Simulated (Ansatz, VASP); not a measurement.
**TaSi2: VASP beside Ansatz**

```
Ta Si
1.0
     4.78000    0.00000    0.00000
    -2.39000    4.13960    0.00000
     0.00000    0.00000    6.56400
Ta Si
3 6
Direct
  0.50000 0.00000 0.50000
  0.50000 0.50000 0.83333
  0.00000 0.50000 0.16667
  0.15893 0.31786 0.50000
  0.84107 0.15893 0.83333
  0.68214 0.84107 0.16667
  0.84107 0.68214 0.50000
  0.15893 0.84107 0.83333
  0.31786 0.15893 0.16667
```

Alike in both runs: task electric field gradients; functional r2SCAN; k mesh 8 × 8 × 5; occupations fermi-dirac, width 0.05 eV; no spin polarisation.

```csv
,VASP,Ansatz
version,VASP 6.6.1,Ansatz 0.2.0
potentials or method,"VASP PAW PBE potentials, release 64 (Ta_pv, Si)","plane-wave PAW, scalar-relativistic"
plane-wave cutoff (eV),520,500
valence electrons in the cell,57,63
```

```csv
,VASP,Ansatz,Ansatz less VASP
pressure (GPa),-0.1,-0.3,-0.29
"traceless stress, the component that is largest in VASP (GPa)",-0.36,-0.29,+0.072
rms of the force components (eV/Å),0.035,0.031,-0.0043
size of Vzz on the site where it differs most (V/Å²),53.9,66.2,+12.28
```

VASP's potentials were made for PBE, not for r2SCAN. Atom by atom the forces differ by 0.004 eV/Å (rms over components). The functional is the same, so the differences come from potentials, cutoffs and numerics. VASP's potentials hold 57 valence electrons a cell and Ansatz's 63, so a difference there can come from the potentials and not from the codes.

Spin-orbit coupling is off throughout.
